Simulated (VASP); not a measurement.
# MgCdTe3 (R-3m) in VASP: a series of runs, part 2 of 3

VASP 6.6.1. The steps go on from the part before.

**4. Relaxation of cell and atoms, PBE**

Input file INCAR:

```
SYSTEM = MgCdTe3
ALGO = Normal
EDIFF = 1E-7
EDIFFG = -0.04
ENCUT = 600
GGA = PE
IBRION = 2
ISIF = 3
ISMEAR = 0
LASPH = .TRUE.
LCHARG = .FALSE.
LREAL = .FALSE.
LWAVE = .FALSE.
NELM = 100
NSW = 90
PREC = Accurate
SIGMA = 0.1
```

Input file KPOINTS:

```
k-points
0
G
  3 3 3
  0 0 0
```

Input file POSCAR:

```
MgCdTe3
1.0
    3.4696094700      2.0031799600      3.8125802900
   -3.4696094700      2.0031799600      3.8125802900
    0.0000000000     -4.0063599300      3.8125802900
Mg Cd Te
1 1 3
Direct
    0.0000000000      0.0000000000      0.0000000000
    0.5000000000      0.5000000000      0.5000000000
    0.5000000000      0.5000000000      0.0000000000
    0.0000000000      0.5000000000      0.5000000000
    0.5000000000      0.0000000000      0.5000000000
```

Potentials or basis: VASP PAW PBE potentials, release 64 (Mg, Cd, Te).

Started as:

```bash
$ cat potpaw_PBE.64/Mg/POTCAR potpaw_PBE.64/Cd/POTCAR potpaw_PBE.64/Te/POTCAR > POTCAR
$ mpirun -np 1 vasp_std > vasp.out
```

OUTCAR:

```text
SYSTEM = MgCdTe3
   EDIFF = 1E-7
   EDIFFG = -0.04
   ENCUT = 600
   GGA = PE
   IBRION = 2
   ISIF = 3
   ISMEAR = 0
   LASPH = .TRUE.
   LREAL = .FALSE.
   NELM = 100
   NSW = 90
   PREC = Accurate

 ion  position               nearest neighbor table
   1  0.000  0.000  0.000-   3 3.47   3 3.47   4 3.47   4 3.47   5 3.47   5 3.47
   2  0.500  0.500  0.500-   4 2.77   5 2.77   5 2.77   4 2.77   3 2.77   3 2.77
   3  0.500  0.500  0.000-   2 2.77   2 2.77   1 3.47   1 3.47   4 3.47   5 3.47   5 3.47   4 3.47

   4  0.000  0.500  0.500-   2 2.77   2 2.77   5 3.47   5 3.47   1 3.47   3 3.47   3 3.47   1 3.47

   5  0.500  0.000  0.500-   2 2.77   2 2.77   4 3.47   4 3.47   3 3.47   3 3.47   1 3.47   1 3.47

  LATTYP: Found a trigonal (rhomboedric) cell.
 ALAT       =     5.5305233291
 COS(alpha) =     0.2128477749
[... 177 lines left out ...]
  -------------------------------------------------------------------------------------
  Total        2.1171417      2.1171417      9.7586417      0.0000000     -0.0000000      0.0000000
  in kB       21.3348555     21.3348556     98.3397597      0.0000000     -0.0000001      0.0000000
  external PRESSURE =      47.0031569 kB  Pullay stress =       0.0000000 kB
[... 221 lines left out ...]
--------------------------------------- Ionic step        7  -------------------------------------------

 number of electron      32.0000003 magnetization

 Free energy of the ion-electron system (eV)
  ---------------------------------------------------
  ext. energy  EPLUGINS =         0.00000000
  ---------------------------------------------------
  free energy    TOTEN  =       -11.36580967 eV

  energy without entropy =      -11.34906032  energy(sigma->0) =      -11.35743499

 E-fermi :   3.5478     XC(G=0):  -8.1995

 val. band max:        2.8185613855   @ k =  -0.3333   0.3333   0.3333
 cond. band min:       3.6139254310   @ k =  -0.3333   0.3333   0.0000
 fundamental gap:      0.7953640455
 Fermi energy:         3.5477843297

 k-point     1 :       0.0000    0.0000    0.0000
  band No.  band energies     occupation
      1      -8.9915      2.00000
      2      -7.1386      2.00000
      3      -7.1386      2.00000
      4      -5.5153      2.00000
      5      -5.5041      2.00000
      6      -5.5041      2.00000
[... 159 lines left out ...]
  FREE ENERGIE OF THE ION-ELECTRON SYSTEM (eV)
  ---------------------------------------------------
  free  energy   TOTEN  =       -11.3658096658 eV

  energy  without entropy=      -11.3490603182  energy(sigma->0) =      -11.35743499

 reached required accuracy - stopping structural energy minimisation
```

OSZICAR:

```text
N       E                     dE             d eps       ncg     rms          rms(c)
DAV:   1     0.194174299205E+03    0.19417E+03   -0.13904E+04   240   0.148E+03
DAV:   2     0.443751554729E+01   -0.18974E+03   -0.18208E+03   268   0.273E+02
DAV:   3    -0.110432835630E+02   -0.15481E+02   -0.14499E+02   284   0.735E+01
[... 86 lines left out ...]
DAV:   6    -0.113658158998E+02   -0.10397E-04   -0.43499E-05   264   0.477E-02    0.883E-02
DAV:   7    -0.113658086689E+02    0.72309E-05   -0.42926E-05   240   0.632E-02    0.181E-02
DAV:   8    -0.113658092992E+02   -0.63028E-06   -0.22572E-06   252   0.100E-02    0.264E-03
DAV:   9    -0.113658096071E+02   -0.30787E-06   -0.27859E-07   192   0.280E-03    0.190E-03
DAV:  10    -0.113658096658E+02   -0.58731E-07   -0.13150E-07   172   0.251E-03
   7 F= -.11365810E+02 E0= -.11357435E+02  d E =-.381187E-02
```

Run time: 94 s. Hardware: 1 thread of Intel Xeon 6975P-C (Granite Rapids), shared host; peak memory 0.35 GiB.

Results:

* Free energy: -11.3658 eV
* Relaxed volume: 36.02 Å³/atom
* Relaxed cell: a = 5.995 Å, b = 5.995 Å, c = 5.995 Å, α = 68.64°, β = 68.64°, γ = 68.64°
* Space group after relaxing (to 0.05 Å): R-3m (No. 166)
* Energy gained by relaxing: 159.0 meV/atom
* Ionic steps: 7
* Pressure after relaxing: 0.0 GPa
* Band gap on the k mesh: zero (band 16 reaches 4.28 eV, above the bottom of band 17 at 3.61 eV)

Step by step:
```csv
step,energy change (eV),largest force (eV/Å),pressure (GPa),volume (Å³)
1,0.0000,0.0000,4.70,158.99
2,-0.5305,0.0000,-0.78,181.14
3,-0.5405,0.0000,-1.89,188.63
4,-0.7574,0.0000,-1.07,184.99
5,-0.7910,0.0000,-0.48,182.99
6,-0.7914,0.0000,-0.41,182.79
7,-0.7952,0.0000,0.02,180.11
```

Final structure:
```
Mg Cd Te
1.0
     3.38017    1.95154    4.55071
    -3.38017    1.95154    4.55071
     0.00000   -3.90308    4.55071
Mg Cd Te
1 1 3
Direct
  0.00000 0.00000 0.00000
  0.50000 0.50000 0.50000
  0.50000 0.50000 0.00000
  0.00000 0.50000 0.50000
  0.50000 0.00000 0.50000
```

Caveat: the k points lie up to 0.39 Å⁻¹ apart in the final cell; spin-orbit coupling is left out, which moves the levels of the heavy elements.

**5. Single point, PBE**

This run uses another cell than the first one, of 35.89 Å³/atom, 1.129 times its volume.

Input file INCAR:

```
SYSTEM = MgCdTe3
PREC = Accurate
ENCUT = 520
EDIFF = 1E-6
ISMEAR = 0
SIGMA = 0.1
LREAL = .FALSE.
LASPH = .TRUE.
NELM = 100
ALGO = Normal
ISIF = 2
LWAVE = .FALSE.
LCHARG = .TRUE.
GGA = PE
LELF = .TRUE.
LVHAR = .TRUE.
NBANDS = 24
```

Input file KPOINTS:

```
Automatic mesh
0
G
  6 6 6
  0 0 0
```

POSCAR, as its differences from that of step 4:

```diff
@@ -2,5 +2,5 @@
 1.0
-    3.4696094700      2.0031799600      3.8125802900
-   -3.4696094700      2.0031799600      3.8125802900
-    0.0000000000     -4.0063599300      3.8125802900
+    3.3272795880      1.9210057658      4.6788544326
+   -3.3272795880      1.9210057658      4.6788544326
+    0.0000000000     -3.8420115315      4.6788544327
 Mg Cd Te
```

Potentials or basis: VASP PAW PBE potentials, release 64 (Mg, Cd, Te).

Started as:

```bash
$ cat potpaw_PBE.64/Mg/POTCAR potpaw_PBE.64/Cd/POTCAR potpaw_PBE.64/Te/POTCAR > POTCAR
$ mpirun -np 1 vasp_std > vasp.out
```

OUTCAR:

```text
SYSTEM = MgCdTe3
   PREC = Accurate
   ENCUT = 520
   EDIFF = 1E-6
   ISMEAR = 0
   LREAL = .FALSE.
   LASPH = .TRUE.
   NELM = 100
   ISIF = 2
   GGA = PE

 ion  position               nearest neighbor table
   1  0.000  0.000  0.000-   4 3.33   5 3.33   4 3.33   5 3.33   3 3.33   3 3.33
   2  0.500  0.500  0.500-   4 3.03   5 3.03   5 3.03   4 3.03   3 3.03   3 3.03
   3  0.500  0.500  0.000-   2 3.03   2 3.03   4 3.33   5 3.33   5 3.33   4 3.33   1 3.33   1 3.33

   4  0.000  0.500  0.500-   2 3.03   2 3.03   3 3.33   1 3.33   1 3.33   3 3.33   5 3.33   5 3.33

   5  0.500  0.000  0.500-   2 3.03   2 3.03   3 3.33   1 3.33   3 3.33   1 3.33   4 3.33   4 3.33
[... 854 lines left out ...]
  -------------------------------------------------------------------------------------
  Total       -0.0119780     -0.0119780      0.0628142      0.0000000      0.0000000      0.0000000
  in kB       -0.1069516     -0.1069516      0.5608668      0.0000000      0.0000000      0.0000000
  external PRESSURE =       0.1156546 kB  Pullay stress =       0.0000000 kB

 VOLUME and BASIS-vectors are now :
 -----------------------------------------------------------------------------
  energy-cutoff  :      520.00
  volume of cell :      179.44
      direct lattice vectors                 reciprocal lattice vectors
     3.327279588  1.921005766  4.678854433     0.150272914  0.086760107  0.071242510
    -3.327279588  1.921005766  4.678854433    -0.150272914  0.086760107  0.071242510
     0.000000000 -3.842011531  4.678854433     0.000000000 -0.173520215  0.071242510

 POSITION                                       TOTAL-FORCE (eV/Angst)
 -----------------------------------------------------------------------------------
      0.00000      0.00000      0.00000        -0.000000      0.000000      0.000000
      0.00000      0.00000      7.01828        -0.000000      0.000000     -0.000000
      0.00000      1.92101      4.67885        -0.000000     -0.000000      0.000000
     -1.66364     -0.96050      4.67885         0.000000     -0.000000     -0.000000
      1.66364     -0.96050      4.67885        -0.000000     -0.000000      0.000000
 -----------------------------------------------------------------------------------
    total drift:                                0.000000      0.000000     -0.000000

  FREE ENERGIE OF THE ION-ELECTRON SYSTEM (eV)
  ---------------------------------------------------
  free  energy   TOTEN  =       -11.4955655910 eV

  energy  without entropy=      -11.4876437626  energy(sigma->0) =      -11.49160468
```

OSZICAR:

```text
N       E                     dE             d eps       ncg     rms          rms(c)
DAV:   1     0.165138107452E+03    0.16514E+03   -0.12343E+04  1536   0.108E+03
DAV:   2    -0.878144614067E+00   -0.16602E+03   -0.15556E+03  1840   0.219E+02
DAV:   3    -0.117948234253E+02   -0.10917E+02   -0.10760E+02  1880   0.559E+01
DAV:   4    -0.120021118997E+02   -0.20729E+00   -0.20722E+00  2048   0.745E+00
DAV:   5    -0.120053710222E+02   -0.32591E-02   -0.32591E-02  2032   0.980E-01    0.116E+01
DAV:   6    -0.115331974872E+02    0.47217E+00   -0.64582E-01  1664   0.680E+00    0.799E+00
DAV:   7    -0.114977373830E+02    0.35460E-01   -0.24030E-01  1784   0.250E+00    0.177E+00
DAV:   8    -0.114947860811E+02    0.29513E-02   -0.32983E-02  1696   0.167E+00    0.409E-01
DAV:   9    -0.114952520659E+02   -0.46598E-03   -0.45953E-03  1904   0.558E-01    0.135E-01
DAV:  10    -0.114954316997E+02   -0.17963E-03   -0.33794E-04  1776   0.172E-01    0.654E-02
DAV:  11    -0.114955013939E+02   -0.69694E-04   -0.45158E-05  1808   0.370E-02    0.483E-02
DAV:  12    -0.114955622839E+02   -0.60890E-04   -0.84256E-05  1616   0.381E-02    0.102E-02
DAV:  13    -0.114955644260E+02   -0.21421E-05   -0.29587E-06  1704   0.109E-02    0.571E-03
DAV:  14    -0.114955656642E+02   -0.12382E-05   -0.15514E-06  1384   0.597E-03    0.475E-03
DAV:  15    -0.114955655910E+02    0.73212E-07   -0.78614E-08  1080   0.201E-03
   1 F= -.11495566E+02 E0= -.11491605E+02  d E =-.792183E-02
```

Wall time 65 s (1 thread of Intel Xeon 6975P-C (Granite Rapids), shared host); peak memory 0.41 GiB.

Results:

| Item | Value |
| --- | --- |
| Free energy | -11.4956 eV |
| Pressure | 0.0 GPa |
| Band gap on the k mesh | zero (band 16 reaches 4.38 eV, above the bottom of band 17 at 3.21 eV) |

Levels at points of the mesh, in eV from the Fermi level:
| k point | band 14 | band 15 | band 16 | band 17 | band 18 | band 19 |
| --- | --- | --- | --- | --- | --- | --- |
| (0.00, 0.00, 0.00) | -2.20 | -2.02 | -1.29 | 0.63 | 1.42 | 1.42 |
| (0.50, 0.00, 0.00) | -2.57 | -1.89 | -1.88 | 1.15 | 1.25 | 1.35 |
| (0.50, 0.50, 0.00) | -2.04 | -1.94 | -0.90 | 1.17 | 1.53 | 2.10 |
| (0.50, 0.50, 0.50) | -0.96 | -0.96 | 0.74 | 1.65 | 1.65 | 2.43 |

Caveat: spin-orbit coupling is left out, which moves the levels of the heavy elements.

[end of part 2 of 3]
